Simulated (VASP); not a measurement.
# Cu (P2_1/m) in VASP: further runs

The runs below take Cu through single point, with PBE.

Everything below comes from runs of VASP 6.6.1. Logs are shortened: lines on timing, memory, paths and dates and some standing lists are left out, and cuts for length are marked.

### 1 The cell of the first run

It takes space group P2_1/m (No. 11, monoclinic). The conventional cell has a = 3.615 Å, b = 2.556 Å, c = 10.242 Å, α = 90.00°, β = 93.37°, γ = 90.00°. Cu (site symmetry m) has 12 Cu at 2.17 to 3.01 Å within 3.1 Å. Cu (site symmetry m) has 12 Cu at 2.56 to 2.63 Å within 3.4 Å. Within 3.4 Å of Cu (site symmetry m) lie 12 Cu at 2.56 Å. Cu (site symmetry m) has 12 Cu at 2.56 Å within 3.4 Å.

### 2 Single point, PBE (the part above a cut slid along it)

Contents of INCAR:

```
  ALGO = Fast
  EDIFF = 1E-6
  ENCUT = 520
  GGA = PE
  ISIF = 2
  ISMEAR = 0
  KPAR = 4
  LASPH = T
  LCHARG = F
  LREAL = F
  LWAVE = F
  NBANDS = 54
  NELM = 100
  PREC = Accurate
  SIGMA = 0.15
```

Contents of KPOINTS:

```
k-points
0
Gamma
  13 18 5
```

Contents of POSCAR:

```
Cu
1.0
    3.6150000000      0.0000000000      0.0000000000
    0.0000000000      1.8075000000     -1.8075000000
    0.6025000000      7.2300000000      7.2300000000
Cu
8
Direct
   -0.1562500000      0.0000000000      0.9375000000
    0.4895833333      0.5000000000      0.0625000000
   -0.0312500000      0.0000000000      0.1875000000
    0.4479166667      0.5000000000      0.3125000000
   -0.0729166667      0.0000000000      0.4375000000
    0.4062500000      0.5000000000      0.5625000000
   -0.1145833333      0.0000000000      0.6875000000
    0.3645833333      0.5000000000      0.8125000000
```

Potentials or basis: VASP PAW PBE potentials, release 64 (Cu).

The run is started by

```console
$ cat potpaw_PBE.64/Cu/POTCAR > POTCAR
$ mpirun -np 4 vasp_std > vasp.out
```

OUTCAR:

```text
EDIFF = 1E-6
   ENCUT = 520
   GGA = PE
   ISIF = 2
   ISMEAR = 0
   LASPH = T
   LREAL = F
   NELM = 100
   PREC = Accurate

 ion  position               nearest neighbor table
   1  0.844  0.000  0.938-   2 2.17   2 2.17   8 2.56   8 2.56   7 2.56   8 2.56   8 2.56   3 2.63

   2  0.490  0.500  0.062-   1 2.17   1 2.17   3 2.56   3 2.56   4 2.56   3 2.56   3 2.56   8 2.63

   3  0.969  0.000  0.188-   2 2.56   2 2.56   4 2.56   4 2.56   5 2.56   2 2.56   4 2.56   4 2.56
                             2 2.56   1 2.63
   4  0.448  0.500  0.312-   5 2.56   5 2.56   3 2.56   3 2.56   6 2.56   2 2.56   3 2.56   3 2.56
                             5 2.56   5 2.56
   5  0.927  0.000  0.438-   4 2.56   4 2.56   6 2.56   6 2.56   7 2.56   3 2.56   6 2.56   6 2.56
                             4 2.56   4 2.56
   6  0.406  0.500  0.562-   5 2.56   5 2.56   7 2.56   7 2.56   4 2.56   8 2.56   5 2.56   7 2.56
                             7 2.56   5 2.56
   7  0.885  0.000  0.688-   8 2.56   8 2.56   6 2.56   6 2.56   1 2.56   5 2.56   6 2.56   6 2.56
                             8 2.56   8 2.56
   8  0.365  0.500  0.812-   7 2.56   7 2.56   1 2.56   1 2.56   6 2.56   1 2.56   1 2.56   7 2.56
                             7 2.56   2 2.63

  LATTYP: Found a simple monoclinic cell.
 ALAT       =     3.6150000000
 B/A-ratio  =     0.7071067812
 C/A-ratio  =     2.8333333333
 COS(beta)  =    -0.0588235294

  Lattice vectors:

 A1 = (   3.6150000000,   0.0000000000,   0.0000000000)
 A2 = (   0.0000000000,  -1.8075000000,   1.8075000000)
 A3 = (  -0.6025000000,  -7.2300000000,  -7.2300000000)

Analysis of symmetry for initial positions (statically):
=====================================================================
 Subroutine PRICEL returns:
 Original cell was already a primitive cell.

 Routine SETGRP: Setting up the symmetry group for a
 simple monoclinic supercell.

 Subroutine GETGRP returns: Found  4 space group operations
 (whereof  2 operations were pure point group operations)
 out of a pool of  4 trial point group operations.

The static configuration has the point symmetry C_1h.
 The point group associated with its full space group is C_2h.

Analysis of symmetry for dynamics (positions and initial velocities):
=====================================================================
 Subroutine PRICEL returns:
 Original cell was already a primitive cell.

 Routine SETGRP: Setting up the symmetry group for a
 simple monoclinic supercell.

 Subroutine GETGRP returns: Found  4 space group operations
 (whereof  2 operations were pure point group operations)
 out of a pool of  4 trial point group operations.

The dynamic configuration has the point symmetry C_1h.
 The point group associated with its full space group is C_2h.

 Subroutine INISYM returns: Found  4 space group operations
 (whereof  2 operations are pure point group operations),
 and found     1 'primitive' translations

----------------------------------------------------------------------------------------

                                     Primitive cell

  volume of cell :      94.4833

  direct lattice vectors                    reciprocal lattice vectors
     3.615000000  0.000000000  0.000000000     0.276625173 -0.011526049 -0.011526049
     0.000000000  1.807500000 -1.807500000     0.000000000  0.276625173 -0.276625173
     0.602500000  7.230000000  7.230000000     0.000000000  0.069156293  0.069156293

  length of vectors
     3.615000000  2.556191014 10.242500000     0.277105009  0.391207071  0.097801768

  position of ions in fractional coordinates (direct lattice)
     0.843750000  0.000000000  0.937500000
     0.489583333  0.500000000  0.062500000
     0.968750000  0.000000000  0.187500000
     0.447916667  0.500000000  0.312500000
     0.927083333  0.000000000  0.437500000
     0.406250000  0.500000000  0.562500000
     0.885416667  0.000000000  0.687500000
     0.364583333  0.500000000  0.812500000

  ion indices of the primitive-cell ions
   primitive index   ion index
                 1           1
                 2           2
                 3           3
                 4           4
                 5           5
                 6           6
                 7           7
                 8           8

----------------------------------------------------------------------------------------

 KPOINTS: k-points

Automatic generation of k-mesh.
 Grid dimensions read from file:
 generate k-points for:   13   18    5

 Generating k-lattice:

  Cartesian coordinates                     Fractional coordinates (reciprocal lattice)
     0.021278859 -0.000886619 -0.000886619     0.076923077  0.000000000 -0.000000000
     0.000000000  0.015368065 -0.015368065     0.000000000  0.055555556  0.000000000
     0.000000000  0.013831259  0.013831259     0.000000000  0.000000000  0.200000000

  Length of vectors
     0.021315770  0.021733726  0.019560354

  Shift w.r.t. Gamma in fractional coordinates (k-lattice)
     0.000000000  0.000000000  0.000000000

 Subroutine IBZKPT returns following result:
 ===========================================

 Found    330 irreducible k-points:

 Following reciprocal coordinates:
            Coordinates               Weight
  0.000000  0.000000  0.000000      1.000000
  0.076923  0.000000 -0.000000      2.000000
  0.153846  0.000000  0.000000      2.000000
  0.230769  0.000000  0.000000      2.000000
  0.307692  0.000000  0.000000      2.000000
  0.384615  0.000000 -0.000000      2.000000
[... 16 lines left out ...]
  0.076923  0.166667  0.000000      4.000000
  0.153846  0.166667  0.000000      4.000000
 [... further k-points ...]
   k-points           NKPTS =    330   k-points in BZ     NKDIM =    330   number of bands    NBANDS=     54
   number of dos      NEDOS =    301   number of ions     NIONS =      8
   total plane-waves  NPLWV =  44800
   dimension x,y,z NGX =    28 NGY =   20 NGZ =   80
   dimension x,y,z NGXF=    56 NGYF=   40 NGZF=  160
   ions per type =               8
   NGX,Y,Z   is equivalent  to a cutoff of  12.88, 13.01, 12.98 a.u.
   NGXF,Y,Z  is equivalent  to a cutoff of  25.75, 26.01, 25.97 a.u.
 SYSTEM =  unknown system
   PREC   = accura    normal or accurate (medium, high low for compatibility)
   ISTART =      0    job   : 0-new  1-cont  2-samecut
   ICHARG =      2    charge: 1-file 2-atom 10-const
   ISPIN  =      1    spin polarized calculation?
   LNONCOLLINEAR =      F non collinear calculations
   LSORBIT =      F    spin-orbit coupling
   LASPH  =      T    aspherical Exc in radial PAW
   ENCUT  =  520.0 eV  38.22 Ry    6.18 a.u.   6.72  4.75 19.04*2*pi/ulx,y,z
   NELM   =    100;   NELMIN=  2; NELMDL= -5     # of ELM steps
   EDIFF  = 0.1E-05   stopping-criterion for ELM
   LREAL  =      F    real-space projection
   EDIFFG = 0.1E-04   stopping-criterion for IOM
   NSW    =      0    number of steps for IOM
   IBRION =     -1    ionic relax: 0-MD 1-quasi-New 2-CG
   NFREE  =      0    steps in history (QN), initial steepest desc. (CG)
   ISIF   =      2    stress and relaxation
   ISYM   =      2    0-nonsym 1-usesym 2-fastsym
   POTIM  = 0.5000    time-step for ionic-motion
   TEBEG  =    0.0;   TEEND  =   0.0 temperature during run
   PSTRESS=    0.0 pullay stress
   NELECT =      88.0000    total number of electrons
   NUPDOWN=      -1.0000    fix difference up-down
   EMIN   =  10.00;   EMAX   =-10.00  energy-range for DOS
   EFERMI =   0.00;   METHOD = LEGACY
   ISMEAR =     0;   SIGMA  =   0.15  broadening in eV -4-tet -1-fermi 0-gaus
   EFERMI_NEDOS =   21; number of points for ismear=-14 and -15
   IALGO  =     68    algorithm
   IMIX   =      4    mixing-type and parameters
     AMIX     =   0.40;   BMIX     =  1.00
     AMIX_MAG =   1.60;   BMIX_MAG =  1.00
  volume/ion in A,a.u.               =      11.81        79.70
  Fermi-wavevector in a.u.,A,eV,Ry     =   1.598763  3.021224 34.777078  2.556043
  Thomas-Fermi vector in A             =   2.696162
   LORBIT       =      0    0 simple, 1 ext, 2 COOP (PROOUT), +10 PAW based schemes
   GGA     = PE    functional components
   LHFCALC =     F    Hartree Fock is set to
   AEXX    =    0.0000 exact exchange contribution
   IVDW    =     0    specifies the selected vdW correction
   LEPSILON=     F    determine dielectric tensor
   LRPA    =     F    only Hartree local field effects (RPA)
 non-spin polarized calculation
 RMM-DIIS sequential band-by-band and
 Gauss-broadening in eV      SIGMA  =   0.15
  energy-cutoff  :      520.00
  volume of cell :       94.48
 maximum number of plane-waves:      2569
   NGX = 13   NGY =  9   NGZ = 39

 number of electron      87.9999864 magnetization

 Free energy of the ion-electron system (eV)
  ---------------------------------------------------
  ext. energy  EPLUGINS =         0.00000000
  ---------------------------------------------------
  free energy    TOTEN  =       -29.10216171 eV

  energy without entropy =      -29.07741665  energy(sigma->0) =      -29.08978918

 E-fermi :   7.5989     XC(G=0): -12.7086

 val. band max:        7.5977071668   @ k =  -0.3077   0.2222   0.2000
 cond. band min:       7.6019688635   @ k =  -0.3846   0.3333   0.4000
 fundamental gap:      0.0042616967
 Fermi energy:         7.5989029690

 k-point     1 :       0.0000    0.0000    0.0000
  band No.  band energies     occupation
      1      -1.7682      2.00000
      2      -0.3053      2.00000
      3      -0.3045      2.00000
      4       2.6223      2.00000
      5       2.7528      2.00000
      6       2.8737      2.00000
[... 46 lines left out ...]
     53      15.4152      0.00000
     54      16.8840      0.00000

 k-point     2 :       0.0769    0.0000   -0.0000
  band No.  band energies     occupation
      1      -1.6965      2.00000
      2      -0.2816      2.00000
      3      -0.2013      2.00000
      4       2.6172      2.00000
      5       2.7412      2.00000
      6       2.8233      2.00000
[... 46 lines left out ...]
     53      15.9158      0.00000
     54      16.5589      0.00000
[... 1195 lines left out ...]
     53      16.2923      0.00000
     54      16.3123      0.00000

 k-point    24 :       0.1538    0.1667    0.0000
  band No.  band energies     occupation
      1      -0.8266      2.00000
      2       0.4721      2.00000
      3       0.6197      2.00000
      4       2.9302      2.00000
      5       2.9390      2.00000
      6       2.9800      2.00000
[... 46 lines left out ...]
     53      16.4854      0.00000
     54      17.2207      0.00000

 [... further k-points ...]

------------------------ aborting loop because EDIFF is reached ----------------------------------------

  FORCE on cell =-STRESS in cart. coord.  units (eV):
  Direction    XX          YY          ZZ          XY          YZ          ZX
  --------------------------------------------------------------------------------------
  -------------------------------------------------------------------------------------
  Total        3.1976530      3.9793879      3.9793879     -2.4518487     -0.2571883     -2.4518488
  in kB       54.2234339     67.4795156     67.4795156    -41.5766356     -4.3612082    -41.5766376
  external PRESSURE =      63.0608217 kB  Pullay stress =       0.0000000 kB

 VOLUME and BASIS-vectors are now :
 -----------------------------------------------------------------------------
  energy-cutoff  :      520.00
  volume of cell :       94.48
      direct lattice vectors                 reciprocal lattice vectors
     3.615000000  0.000000000  0.000000000     0.276625173 -0.011526049 -0.011526049
     0.000000000  1.807500000 -1.807500000     0.000000000  0.276625173 -0.276625173
     0.602500000  7.230000000  7.230000000     0.000000000  0.069156293  0.069156293

 POSITION                                       TOTAL-FORCE (eV/Angst)
 -----------------------------------------------------------------------------------
      3.61500      6.77813      6.77813         2.586343     -1.462271     -1.462271
      1.80750      1.35563     -0.45188        -2.586343      1.462271      1.462271
      3.61500      1.35563      1.35563        -0.026526     -0.039079     -0.039079
      1.80750      3.16313      1.35563        -0.038577      0.000739      0.000739
      3.61500      3.16312      3.16312        -0.001635      0.004305      0.004305
      1.80750      4.97063      3.16313         0.001635     -0.004305     -0.004305
      3.61500      4.97063      4.97063         0.038577     -0.000739     -0.000739
      1.80750      6.77813      4.97063         0.026526      0.039079      0.039079
 -----------------------------------------------------------------------------------
    total drift:                               -0.000224      0.000034      0.000034

  FREE ENERGIE OF THE ION-ELECTRON SYSTEM (eV)
  ---------------------------------------------------
  free  energy   TOTEN  =       -29.1021617106 eV

  energy  without entropy=      -29.0774166468  energy(sigma->0) =      -29.08978918
```

It took 15 min on 4 MPI ranks of Oxide Virtual Turin-like, shared host; peak memory 1 GiB.

Results:

```
Free energy            : -29.1022 eV
Pressure               : 6.3 GPa
Largest force          : 3.311 eV/Å
Band gap on the k mesh : zero (bands 44 and 45 overlap by 3.32 eV)
```

Forces in eV/Å, atoms in the order of the input:
```
Cu   2.586 -1.462 -1.462
Cu  -2.586  1.462  1.462
Cu  -0.027 -0.039 -0.039
Cu  -0.039  0.001  0.001
Cu  -0.002  0.004  0.004
Cu   0.002 -0.004 -0.004
Cu   0.039 -0.001 -0.001
Cu   0.027  0.039  0.039
```

Stress tensor (GPa, compression positive):
```
 5.42 -4.16 -4.16
-4.16  6.75 -0.44
-4.16 -0.44  6.75
```

Levels at points of the mesh, in eV from the Fermi level:
```tsv
k point	band 40	band 41	band 42	band 43	band 44	band 45	band 46	band 47	band 48	band 49
(0.00, 0.00, 0.00)	-1.68	-1.58	-1.56	-1.39	-0.40	-0.39	1.78	3.82	4.55	5.72
(0.00, 0.50, 0.00)	-1.50	-0.34	-0.34	0.20	0.20	0.21	0.21	1.49	1.49	7.12
```

Caveat: the cell differs from its parent crystal (the part above a cut slid along it); the cell stands under pressure; forces of over 1 eV/Å act on the atoms, so gaps and moduli don't describe the material at rest.

### 3 Single point, PBE (the part above a cut slid along it)

Contents of INCAR:

```
ALGO = Fast ; EDIFF = 1E-6
ENCUT = 520 ; GGA = PE
ISIF = 2 ; ISMEAR = 0
LASPH = True ; LCHARG = False
LREAL = False ; LWAVE = False
NBANDS = 54 ; NELM = 60
PREC = Accurate ; SIGMA = 0.15
```

KPOINTS is that of step 2.

Contents of POSCAR:

```
Cu
1.0
    3.6150000000      0.0000000000      0.0000000000
    0.0000000000      1.8075000000     -1.8075000000
    0.0000000000      7.5312500000      6.9287500000
Cu
8
Direct
    0.0000000000     -0.1562500000      0.9375000000
    0.5000000000      0.4895833333      0.0625000000
    0.0000000000     -0.0312500000      0.1875000000
    0.5000000000      0.4479166667      0.3125000000
    0.0000000000     -0.0729166667      0.4375000000
    0.5000000000      0.4062500000      0.5625000000
    0.0000000000     -0.1145833333      0.6875000000
    0.5000000000      0.3645833333      0.8125000000
```

Potentials or basis: VASP PAW PBE potentials, release 64 (Cu).

The run is started by

```console
$ cat potpaw_PBE.64/Cu/POTCAR > POTCAR
$ mpirun -np 1 vasp_std > vasp.out
```

Wall time 38 min (1 thread of Oxide Virtual Turin-like, shared host); peak memory 0.98 GiB.

Results (log left out):

```yaml
Free_energy: -29.6965 eV
Pressure: 3.1 GPa
Largest_force: 0.674 eV/Å
Band_gap_on_the_k_mesh: zero (bands 44 and 45 overlap by 3.48 eV)
```

Forces on the atoms (eV/Å):
```
Cu   0.000  0.216 -0.639
Cu   0.000 -0.216  0.639
Cu   0.000 -0.022 -0.069
Cu   0.000  0.005  0.002
Cu   0.000  0.005 -0.003
Cu   0.000 -0.005  0.003
Cu   0.000 -0.005 -0.002
Cu   0.000  0.022  0.069
```

Stress tensor (GPa, compression positive):
```
4.14 0.00 0.00
0.00 1.66 0.14
0.00 0.14 3.51
```

Levels at points of the mesh, in eV from the Fermi level:
| k point | band 41 | band 42 | band 43 | band 44 | band 45 | band 46 | band 47 | band 48 |
| --- | --- | --- | --- | --- | --- | --- | --- | --- |
| (0.00, 0.00, 0.00) | -1.68 | -1.54 | -1.44 | -0.34 | -0.33 | 1.49 | 4.33 | 4.33 |
| (0.00, 0.50, 0.00) | -0.40 | -0.26 | -0.03 | 0.19 | 0.22 | 0.48 | 1.20 | 2.15 |

Caveat: the cell differs from its parent crystal (the part above a cut slid along it); the cell stands under pressure.
